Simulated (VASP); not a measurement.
A run of VASP 6.6.1 is set up as follows.

INCAR

```
PREC     = Accurate       # precision mode
ENCUT    = 520            # plane-wave cutoff, eV
EDIFF    = 1E-7           # SCF threshold, eV
ISMEAR   = 0              # smearing method
SIGMA    = 0.1            # smearing width, eV
LREAL    = F              # projectors in reciprocal space
LASPH    = T              # aspherical terms in the spheres
NELM     = 60             # most SCF steps
ALGO     = Normal         # electronic algorithm
ISIF     = 2              # what is computed and relaxed
LWAVE    = F              # write WAVECAR
LCHARG   = F              # write CHGCAR
LDIPOL   = T            
IDIPOL   = 3            
DIPOL    = 0.5 0.5 0.356
GGA      = PE             # functional
IVDW     = 12             # dispersion correction
NBANDS   = 16             # bands
```

Contents of KPOINTS:

```
regular mesh
0
Gamma
  15 15 1
```

POSCAR

```
C
1.0
    2.4656677095      0.0000000000      0.0000000000
   -1.2328338548      2.1353308737      0.0000000000
    0.0000000000      0.0000000000     17.5000661139
C
4
Direct
    0.6666666666      0.3333333333      0.2571472919
    0.3333333334      0.6666666667      0.2571428988
    0.8333333333      0.6666666667      0.4558074005
    0.5000000000      1.0000000000      0.4558004095
```

Potentials or basis: VASP PAW PBE potentials, release 64 (C).

Command:

```console
$ cat potpaw_PBE.64/C/POTCAR > POTCAR
$ mpirun -np 1 vasp_std > vasp.out
```

Question: Predict the dispersion energy per atom.

Answer: -0.117 eV.

Question: Estimate the largest force.

Answer: 0.008 eV/Å.

Question: Predict the band gap on the k mesh.

Answer: 0.36 eV, direct.

Forces on the atoms (eV/Å):
```
C    0.000 -0.008  0.000
C    0.000 -0.007 -0.001
C    0.000  0.007  0.001
C    0.000  0.008  0.000
```
